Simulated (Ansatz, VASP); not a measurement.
**One calculation of MgTiC4N4, two programs**

```
CELL_PARAMETERS angstrom
6.22365 0.00000 0.00000
0.00000 6.22365 0.00000
0.00000 0.00000 6.22365
ATOMIC_POSITIONS crystal
Mg 0.00000 0.00000 0.00000
Ti 0.50000 0.50000 0.50000
C 0.20206 0.20206 0.20206
C 0.20206 0.79794 0.79794
C 0.79794 0.20206 0.79794
C 0.79794 0.79794 0.20206
N 0.31099 0.31099 0.31099
N 0.31099 0.68901 0.68901
N 0.68901 0.31099 0.68901
N 0.68901 0.68901 0.31099
```

Alike in both runs: functional PBE; k mesh 4 × 4 × 4; occupations gaussian, width 0.1 eV; collinear spin.

Ansatz relaxed the structure, and its values are those at the end. VASP's run is a single point on that final structure, the one shown.

|  | VASP | Ansatz |
| --- | --- | --- |
| version | VASP 6.6.1 | Ansatz 0.2.0 |
| potentials or method | VASP PAW PBE potentials, release 64 (Mg, Ti_sv, C, N), cutoff 520 eV | scalar-relativistic, plane waves, PAW |
| valence electrons in the cell | 50 | 58 |

|  | VASP | Ansatz | Ansatz less VASP |
| --- | --- | --- | --- |
| gap on the k mesh at the Fermi level (eV) | 0.70 | 0.70 | +0.001 |
| least direct gap on the mesh (eV) | 0.90 | 0.90 | +0.002 |
| pressure (GPa) | 0.4 | 0.1 | -0.30 |
| rms of the force components (eV/Å) | 0.178 | 0.014 | -0.1640 |
| net moment per atom (μB) | 0.20 | 0.20 | 0.000 |
| size of the moment on the site where the two differ most (μB) | 1.32 | 1.02 | -0.300 |

Site moments also hang on the region over which each program counts them. One of these differences is far larger than is usual between the two programs; its cause wasn't traced. VASP's potentials hold 50 valence electrons a cell and Ansatz's 58, so a difference there can come from the potentials and not from the codes.

Noted on VASP's run: the standard files for N, O and F lose accuracy on very short bonds.
